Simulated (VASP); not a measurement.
# Ga3Se (Pm-3m) in VASP: further runs

Ga3Se is run at these levels: PBEsol, PBE, LDA; tasks: single point.

Everything below comes from runs of VASP 6.6.1. Logs are shortened: lines on timing, memory, paths and dates and some standing lists are left out, and cuts for length are marked.

## Step 1: The cell of the first run

Symmetry: Pm-3m, No. 221, cubic system. The conventional cell has a = 4.491 Å, b = 4.491 Å, c = 4.491 Å, α = 90.00°, β = 90.00°, γ = 90.00°. Se (site symmetry m-3m) has 12 Ga at 3.18 Å within 4.2 Å. Within 4.2 Å of Ga (site symmetry 4/mmm) lie 4 Se at 3.18 Å and 8 Ga at 3.18 Å.

## Step 2: Single point, PBEsol

File INCAR:

```
SYSTEM = Ga3Se
PREC     = Accurate       ! precision mode
ENCUT    = 520            ! plane-wave cutoff, eV
EDIFF    = 1E-7           ! SCF threshold, eV
ISMEAR   = -1             ! smearing method
SIGMA    = 0.05           ! smearing width, eV
LREAL    = .FALSE.        ! projectors in reciprocal space
LASPH    = .TRUE.         ! aspherical terms in the spheres
NELM     = 100            ! most SCF steps
ALGO     = Normal         ! electronic algorithm
ISIF     = 2              ! what is computed and relaxed
LWAVE    = .FALSE.        ! write WAVECAR
LCHARG   = .FALSE.        ! write CHGCAR
GGA      = PS             ! functional
NBANDS   = 30             ! bands
```

File KPOINTS:

```
Automatic mesh
0
G
  6 6 6
  0 0 0
```

File POSCAR:

```
Ga3Se
1.0
    4.4907935969      0.0000000000      0.0000000000
    0.0000000000      4.4907935969      0.0000000000
    0.0000000000      0.0000000000      4.4907935969
Se Ga
1 3
Direct
    0.0000000000      0.0000000000      0.0000000000
    0.5000000000      0.5000000000      0.0000000000
    0.5000000000      0.0000000000      0.5000000000
    0.0000000000      0.5000000000      0.5000000000
```

Potentials or basis: VASP PAW PBE potentials, release 64 (Se, Ga_d).

Command:

```
$ cat potpaw_PBE.64/Se/POTCAR potpaw_PBE.64/Ga_d/POTCAR > POTCAR
$ mpirun -np 1 vasp_std > vasp.out
```

OUTCAR:

```text
SYSTEM = Ga3Se
   PREC = Accurate
   ENCUT = 520
   EDIFF = 1E-7
   ISMEAR = -1
   LREAL = .FALSE.
   LASPH = .TRUE.
   NELM = 100
   ISIF = 2
   GGA = PS

 ion  position               nearest neighbor table
   1  0.000  0.000  0.000-
   2  0.500  0.500  0.000-
   3  0.500  0.000  0.500-
   4  0.000  0.500  0.500-

  LATTYP: Found a simple cubic cell.
 ALAT       =     4.4907935969

  Lattice vectors:

 A1 = (   4.4907935969,   0.0000000000,   0.0000000000)
 A2 = (   0.0000000000,   4.4907935969,   0.0000000000)
 A3 = (   0.0000000000,   0.0000000000,   4.4907935969)

Analysis of symmetry for initial positions (statically):
=====================================================================
 Subroutine PRICEL returns:
 Original cell was already a primitive cell.

 Routine SETGRP: Setting up the symmetry group for a
 simple cubic supercell.

 Subroutine GETGRP returns: Found 48 space group operations
 (whereof 48 operations were pure point group operations)
 out of a pool of 48 trial point group operations.

The static configuration has the point symmetry O_h .

Analysis of symmetry for dynamics (positions and initial velocities):
=====================================================================
 Subroutine PRICEL returns:
 Original cell was already a primitive cell.

 Routine SETGRP: Setting up the symmetry group for a
 simple cubic supercell.

 Subroutine GETGRP returns: Found 48 space group operations
 (whereof 48 operations were pure point group operations)
 out of a pool of 48 trial point group operations.

The dynamic configuration has the point symmetry O_h .

 Subroutine INISYM returns: Found 48 space group operations
 (whereof 48 operations are pure point group operations),
 and found     1 'primitive' translations

----------------------------------------------------------------------------------------

                                     Primitive cell

  volume of cell :      90.5669

  direct lattice vectors                    reciprocal lattice vectors
     4.490793597  0.000000000  0.000000000     0.222677791  0.000000000  0.000000000
     0.000000000  4.490793597  0.000000000     0.000000000  0.222677791  0.000000000
     0.000000000  0.000000000  4.490793597     0.000000000  0.000000000  0.222677791

  length of vectors
     4.490793597  4.490793597  4.490793597     0.222677791  0.222677791  0.222677791

  position of ions in fractional coordinates (direct lattice)
     0.000000000  0.000000000  0.000000000
     0.500000000  0.500000000  0.000000000
     0.500000000  0.000000000  0.500000000
     0.000000000  0.500000000  0.500000000

  ion indices of the primitive-cell ions
   primitive index   ion index
                 1           1
                 2           2
                 3           3
                 4           4

----------------------------------------------------------------------------------------

 KPOINTS: Automatic mesh

Automatic generation of k-mesh.
 Grid dimensions read from file:
 generate k-points for:    6    6    6

 Generating k-lattice:

  Cartesian coordinates                     Fractional coordinates (reciprocal lattice)
     0.037112965  0.000000000  0.000000000     0.166666667  0.000000000  0.000000000
     0.000000000  0.037112965  0.000000000     0.000000000  0.166666667  0.000000000
     0.000000000  0.000000000  0.037112965     0.000000000  0.000000000  0.166666667

  Length of vectors
     0.037112965  0.037112965  0.037112965

  Shift w.r.t. Gamma in fractional coordinates (k-lattice)
     0.000000000  0.000000000  0.000000000

 Subroutine IBZKPT returns following result:
 ===========================================

 Found     20 irreducible k-points:

 Following reciprocal coordinates:
            Coordinates               Weight
  0.000000  0.000000  0.000000      1.000000
  0.166667  0.000000  0.000000      6.000000
  0.333333  0.000000  0.000000      6.000000
  0.500000  0.000000  0.000000      3.000000
  0.166667  0.166667  0.000000     12.000000
  0.333333  0.166667  0.000000     24.000000
[... 12 lines left out ...]
  0.500000  0.500000  0.333333      6.000000
  0.500000  0.500000  0.500000      1.000000
   k-points           NKPTS =     20   k-points in BZ     NKDIM =     20   number of bands    NBANDS=     30
   number of dos      NEDOS =    301   number of ions     NIONS =      4
   total plane-waves  NPLWV =  46656
   dimension x,y,z NGX =    36 NGY =   36 NGZ =   36
   dimension x,y,z NGXF=    72 NGYF=   72 NGZF=   72
   ions per type =               1   3
   NGX,Y,Z   is equivalent  to a cutoff of  13.33, 13.33, 13.33 a.u.
   NGXF,Y,Z  is equivalent  to a cutoff of  26.65, 26.65, 26.65 a.u.
 SYSTEM =  Ga3Se
   PREC   = accura    normal or accurate (medium, high low for compatibility)
   ISTART =      0    job   : 0-new  1-cont  2-samecut
   ICHARG =      2    charge: 1-file 2-atom 10-const
   ISPIN  =      1    spin polarized calculation?
   LNONCOLLINEAR =      F non collinear calculations
   LSORBIT =      F    spin-orbit coupling
   LASPH  =      T    aspherical Exc in radial PAW
   ENCUT  =  520.0 eV  38.22 Ry    6.18 a.u.   8.35  8.35  8.35*2*pi/ulx,y,z
   NELM   =    100;   NELMIN=  2; NELMDL= -5     # of ELM steps
   EDIFF  = 0.1E-06   stopping-criterion for ELM
   LREAL  =      F    real-space projection
   EDIFFG = 0.1E-05   stopping-criterion for IOM
   NSW    =      0    number of steps for IOM
   IBRION =     -1    ionic relax: 0-MD 1-quasi-New 2-CG
   NFREE  =      0    steps in history (QN), initial steepest desc. (CG)
   ISIF   =      2    stress and relaxation
   ISYM   =      2    0-nonsym 1-usesym 2-fastsym
   POTIM  = 0.5000    time-step for ionic-motion
   TEBEG  =    0.0;   TEEND  =   0.0 temperature during run
   PSTRESS=    0.0 pullay stress
   NELECT =      45.0000    total number of electrons
   NUPDOWN=      -1.0000    fix difference up-down
   EMIN   =  10.00;   EMAX   =-10.00  energy-range for DOS
   EFERMI =   0.00;   METHOD = LEGACY
   ISMEAR =    -1;   SIGMA  =   0.05  broadening in eV -4-tet -1-fermi 0-gaus
   EFERMI_NEDOS =   21; number of points for ismear=-14 and -15
   IALGO  =     38    algorithm
   IMIX   =      4    mixing-type and parameters
     AMIX     =   0.40;   BMIX     =  1.00
     AMIX_MAG =   1.60;   BMIX_MAG =  1.00
  volume/ion in A,a.u.               =      22.64       152.79
  Fermi-wavevector in a.u.,A,eV,Ry     =   1.296649  2.450312 22.875472  1.681300
  Thomas-Fermi vector in A             =   2.428092
   LORBIT       =      0    0 simple, 1 ext, 2 COOP (PROOUT), +10 PAW based schemes
   GGA     = PS    functional components
   LHFCALC =     F    Hartree Fock is set to
   AEXX    =    0.0000 exact exchange contribution
   IVDW    =     0    specifies the selected vdW correction
   LEPSILON=     F    determine dielectric tensor
   LRPA    =     F    only Hartree local field effects (RPA)
 non-spin polarized calculation
  energy-cutoff  :      520.00
  volume of cell :       90.57
 maximum number of plane-waves:      2469
 NGX is ok and might be reduce to    36
   NGX = 17   NGY = 17   NGZ = 17

 number of electron      44.9999996 magnetization

 Free energy of the ion-electron system (eV)
  ---------------------------------------------------
  ext. energy  EPLUGINS =         0.00000000
  ---------------------------------------------------
  free energy    TOTEN  =       -13.85764884 eV

  energy without entropy =      -13.84580731  energy(sigma->0) =      -13.85172808

 E-fermi :   4.1507     XC(G=0): -10.2241

 val. band max:        3.9574682088   @ k =   0.3333   0.1667   0.1667
 cond. band min:       4.1610251256   @ k =   0.5000   0.1667   0.0000
 fundamental gap:      0.2035569168
 Fermi energy:         4.1507213872

 k-point     1 :       0.0000    0.0000    0.0000
  band No.  band energies     occupation
      1     -10.8102      2.00000
      2     -10.7969      2.00000
      3     -10.7969      2.00000
      4     -10.7969      2.00000
      5     -10.7490      2.00000
      6     -10.7490      2.00000
[... 22 lines left out ...]
     29      10.0023      0.00000
     30      11.0578      0.00000

 k-point     2 :       0.1667    0.0000    0.0000
  band No.  band energies     occupation
      1     -10.7959      2.00000
      2     -10.7941      2.00000
      3     -10.7845      2.00000
      4     -10.7845      2.00000
      5     -10.7472      2.00000
      6     -10.7404      2.00000
[... 22 lines left out ...]
     29      10.7526      0.00000
     30      11.3918      0.00000

 k-point     3 :       0.3333    0.0000    0.0000
  band No.  band energies     occupation
      1     -10.7883      2.00000
      2     -10.7617      2.00000
      3     -10.7509      2.00000
      4     -10.7509      2.00000
      5     -10.7418      2.00000
      6     -10.7188      2.00000
[... 22 lines left out ...]
     29      10.2076      0.00000
     30      10.8434      0.00000

 k-point     4 :       0.5000    0.0000    0.0000
  band No.  band energies     occupation
      1     -10.7851      2.00000
      2     -10.7476      2.00000
      3     -10.7236      2.00000
      4     -10.7194      2.00000
      5     -10.7194      2.00000
      6     -10.7027      2.00000
[... 22 lines left out ...]
     29       8.4477      0.00000
     30      10.1906      0.00000

 k-point     5 :       0.1667    0.1667    0.0000
  band No.  band energies     occupation
      1     -10.7871      2.00000
      2     -10.7862      2.00000
      3     -10.7774      2.00000
      4     -10.7723      2.00000
      5     -10.7422      2.00000
      6     -10.7338      2.00000
[... 22 lines left out ...]
     29      10.4436      0.00000
     30      11.1598      0.00000
[... 394 lines left out ...]
     29      10.8362      0.00000
     30      11.9234      0.00000

 k-point    18 :       0.5000    0.3333    0.3333
  band No.  band energies     occupation
      1     -10.8136      2.00000
      2     -10.7518      2.00000
      3     -10.7421      2.00000
      4     -10.7377      2.00000
      5     -10.7359      2.00000
      6     -10.7335      2.00000
[... 22 lines left out ...]
     29      11.0675      0.00000
     30      11.2191      0.00000

 k-point    19 :       0.5000    0.5000    0.3333
  band No.  band energies     occupation
      1     -10.8295      2.00000
      2     -10.7456      2.00000
      3     -10.7456      2.00000
      4     -10.7434      2.00000
      5     -10.7364      2.00000
      6     -10.7364      2.00000
[... 22 lines left out ...]
     29      11.1863      0.00000
     30      12.1511      0.00000

 k-point    20 :       0.5000    0.5000    0.5000
  band No.  band energies     occupation
      1     -10.8477      2.00000
      2     -10.7492      2.00000
      3     -10.7492      2.00000
      4     -10.7492      2.00000
      5     -10.7415      2.00000
      6     -10.7415      2.00000
[... 22 lines left out ...]
     29      12.4189      0.00000
     30      12.4189      0.00000

------------------------ aborting loop because EDIFF is reached ----------------------------------------

  FORCE on cell =-STRESS in cart. coord.  units (eV):
  Direction    XX          YY          ZZ          XY          YZ          ZX
  --------------------------------------------------------------------------------------
  -------------------------------------------------------------------------------------
  Total       -2.6618019     -2.6618019     -2.6618019      0.0000000     -0.0000000      0.0000000
  in kB      -47.0887349    -47.0887349    -47.0887349      0.0000000     -0.0000000      0.0000000
  external PRESSURE =     -47.0887349 kB  Pullay stress =       0.0000000 kB

 VOLUME and BASIS-vectors are now :
 -----------------------------------------------------------------------------
  energy-cutoff  :      520.00
  volume of cell :       90.57
      direct lattice vectors                 reciprocal lattice vectors
     4.490793597  0.000000000  0.000000000     0.222677791  0.000000000  0.000000000
     0.000000000  4.490793597  0.000000000     0.000000000  0.222677791  0.000000000
     0.000000000  0.000000000  4.490793597     0.000000000  0.000000000  0.222677791

 POSITION                                       TOTAL-FORCE (eV/Angst)
 -----------------------------------------------------------------------------------
      0.00000      0.00000      0.00000         0.000000      0.000000      0.000000
      2.24540      2.24540      0.00000         0.000000      0.000000      0.000000
      2.24540      0.00000      2.24540         0.000000      0.000000      0.000000
      0.00000      2.24540      2.24540         0.000000      0.000000      0.000000
 -----------------------------------------------------------------------------------
    total drift:                                0.000000      0.000000      0.000000

  FREE ENERGIE OF THE ION-ELECTRON SYSTEM (eV)
  ---------------------------------------------------
  free  energy   TOTEN  =       -13.8576488435 eV

  energy  without entropy=      -13.8458073142  energy(sigma->0) =      -13.85172808
```

It took 22 s on 1 thread of Intel Xeon 6975P-C (Granite Rapids), shared host; peak memory 0.21 GiB.

Results:

- Free energy: -13.8576 eV
- Pressure: -4.7 GPa

Caveat: the PAW data sets were made with another functional, which shifts forces and pressure a little.

## Step 3: Single point, PBEsol

This run uses another cell than the first one, of 23.08 Å³/atom, 1.019 times its volume.

File INCAR:

```
PREC = Accurate
ENCUT = 520
EDIFF = 1E-6
ISMEAR = -1
SIGMA = 0.05
LREAL = False
LASPH = True
NELM = 60
ALGO = Normal
ISIF = 2
LWAVE = False
LCHARG = False
GGA = PS
NBANDS = 30
```

File KPOINTS:

```
regular mesh
0
Gamma
  6 6 6
```

File POSCAR:

```
Ga3Se
1.0
    4.5193981489      0.0000000000      0.0000000000
    0.0000000000      4.5193981489      0.0000000000
    0.0000000000      0.0000000000      4.5193981489
Se Ga
1 3
Direct
    0.0000000000      0.0000000000      0.0000000000
    0.5000000000      0.5000000000      0.0000000000
    0.5000000000      0.0000000000      0.5000000000
    0.0000000000      0.5000000000      0.5000000000
```

Potentials or basis: VASP PAW PBE potentials, release 64 (Se, Ga_d).

Command:

```
$ cat potpaw_PBE.64/Se/POTCAR potpaw_PBE.64/Ga_d/POTCAR > POTCAR
$ mpirun -np 1 vasp_std > vasp.out
```

Run time: 18 s. Hardware: 1 thread of Intel Xeon 6975P-C (Granite Rapids), shared host; peak memory 0.22 GiB.

Results (log left out):

- Free energy: -13.8042 eV
- Pressure: -5.2 GPa

Levels at points of the mesh, in eV from the Fermi level:
```csv
k point,band 18,band 19,band 20,band 21,band 22,band 23,band 24,band 25,band 26,band 27
"(0.00, 0.00, 0.00)",-3.48,-3.48,-3.48,-2.94,-2.94,1.53,1.53,1.53,4.23,4.23
"(0.50, 0.00, 0.00)",-5.26,-2.61,-2.61,-2.37,-1.00,-0.18,-0.18,1.24,3.70,3.98
"(0.50, 0.50, 0.00)",-6.57,-6.20,-2.02,-0.80,-0.80,-0.76,1.21,1.67,1.67,1.82
"(0.50, 0.50, 0.50)",-5.02,-5.02,-4.56,-4.56,-4.56,-3.27,3.71,3.71,3.71,8.06
```

Caveat: the PAW data sets were made with another functional, which shifts forces and pressure a little.

## Step 4: Single point, PBE

This run uses another cell than the first one, of 20.46 Å³/atom, 0.904 times its volume.

File INCAR:

```
ALGO = Normal
EDIFF = 1E-6
ENCUT = 520
GGA = PE
ISIF = 2
ISMEAR = -1
LASPH = True
LCHARG = False
LREAL = False
LWAVE = False
NBANDS = 30
NELM = 60
PREC = Accurate
SIGMA = 0.05
```

File KPOINTS:

```
k-points
0
Gamma
  6 6 6
```

File POSCAR:

```
Ga3Se
1.0
    4.3419811414      0.0000000000      0.0000000000
    0.0000000000      4.3419811414      0.0000000000
    0.0000000000      0.0000000000      4.3419811414
Se Ga
1 3
Direct
    0.0000000000      0.0000000000      0.0000000000
    0.5000000000      0.5000000000      0.0000000000
    0.5000000000      0.0000000000      0.5000000000
    0.0000000000      0.5000000000      0.5000000000
```

Command:

```
$ cat potpaw_PBE.64/Se/POTCAR potpaw_PBE.64/Ga_d/POTCAR > POTCAR
$ mpirun -np 1 vasp_std > vasp.out
```

It took 14 s on 1 thread of Intel Xeon 6975P-C (Granite Rapids), shared host; peak memory 0.19 GiB.

It converged, with:

```
Free energy : -12.3989 eV
Pressure    : 2.4 GPa
```

Levels at points of the mesh, in eV from the Fermi level:
```
           k point  band 19  band 20  band 21  band 22  band 23  band 24  band 25  band 26  band 27  band 28
(0.00, 0.00, 0.00)    -3.99    -3.99    -2.75    -2.75     1.69     1.69     1.69     4.57     4.57     4.57
(0.50, 0.00, 0.00)    -2.99    -2.99    -1.95    -1.10    -0.37    -0.37     1.07     4.30     4.38     4.38
(0.50, 0.50, 0.00)    -6.62    -2.30    -0.84    -0.59    -0.59     1.51     1.63     1.63     1.89     5.60
(0.50, 0.50, 0.50)    -5.22    -5.13    -5.13    -5.13    -3.74     4.25     4.25     4.25     9.02     9.02
```

(Continued in part 2 of 2.)
